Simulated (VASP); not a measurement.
Input of a VASP 6.6.1 run:

INCAR

```
SYSTEM = BeBi3
PREC = Accurate
ENCUT = 600
EDIFF = 1E-6
ISMEAR = 0
SIGMA = 0.1
LREAL = .FALSE.
LASPH = .TRUE.
NELM = 60
ALGO = Fast
ISIF = 3
LWAVE = .FALSE.
LCHARG = .FALSE.
GGA = PE
IBRION = 2
NSW = 90
EDIFFG = -0.04
```

Contents of KPOINTS:

```
Automatic mesh
0
G
  4 4 4
  0 0 0
```

File POSCAR:

```
BeBi3
1.0
    4.6042771891      0.0000000000      0.0000000000
    0.0000000000      4.6042771891      0.0000000000
    0.0000000000      0.0000000000      4.6042771891
Be Bi
1 3
Direct
    0.0000000000      0.0000000000      0.0000000000
    0.0000000000      0.5000000000      0.5000000000
    0.5000000000      0.0000000000      0.5000000000
    0.5000000000      0.5000000000      0.0000000000
```

Potentials or basis: VASP PAW PBE potentials, release 64 (Be, Bi_d).

Command:

```bash
$ cat potpaw_PBE.64/Be/POTCAR potpaw_PBE.64/Bi_d/POTCAR > POTCAR
$ mpirun -np 1 vasp_std > vasp.out
```

Predict the relaxed volume.

28.08 Å³/atom.

Estimate the band gap on the k mesh.

zero (an odd number of electrons rules out a gap without spin polarisation).

Predict the relaxed cell.

a = 4.825 Å, b = 4.825 Å, c = 4.825 Å, α = 90.00°, β = 90.00°, γ = 90.00°.

Estimate the space group after relaxing (to 0.1 Å).

Pm-3m (No. 221).

Final structure:
```
CELL_PARAMETERS angstrom
4.82502 0.00000 0.00000
0.00000 4.82502 0.00000
0.00000 0.00000 4.82502
ATOMIC_POSITIONS crystal
Be 0.00000 0.00000 0.00000
Bi 0.00000 0.50000 0.50000
Bi 0.50000 0.00000 0.50000
Bi 0.50000 0.50000 0.00000
```

Caveat: the volume moved by over 15 % at a fixed basis, so the end points are rough; spin-orbit coupling is left out, which moves the levels of the heavy elements.
